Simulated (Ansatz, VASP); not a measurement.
**Two plane-wave programs on Cu**

```xyz
1
Lattice="0.0000 1.7748 1.7748 1.7748 0.0000 1.7748 1.7748 1.7748 0.0000" Properties=species:S:1:pos:R:3 pbc="T T T"
Cu    0.0000    0.0000    0.0000
```

Alike in both runs: task single point; functional LDA; k mesh 14 × 14 × 14; occupations methfessel-paxton of order 1, width 0.15 eV; no spin polarisation.

|  | VASP | Ansatz |
| --- | --- | --- |
| version | VASP 6.6.1 | Ansatz 0.2.0 |
| potentials or method | VASP PAW LDA potentials, release 64 (Cu), cutoff 520 eV | plane waves, PAW |
| valence electrons in the cell | 11 | 19 |

```tsv
	VASP	Ansatz	Ansatz less VASP
pressure (GPa)	-3.7	-4.6	-0.85
```

LDA's correlation is that of Perdew and Zunger in VASP and of Perdew and Wang (1992) in Ansatz. VASP's potentials hold 11 valence electrons a cell and Ansatz's 19, so a difference there can come from the potentials and not from the codes.
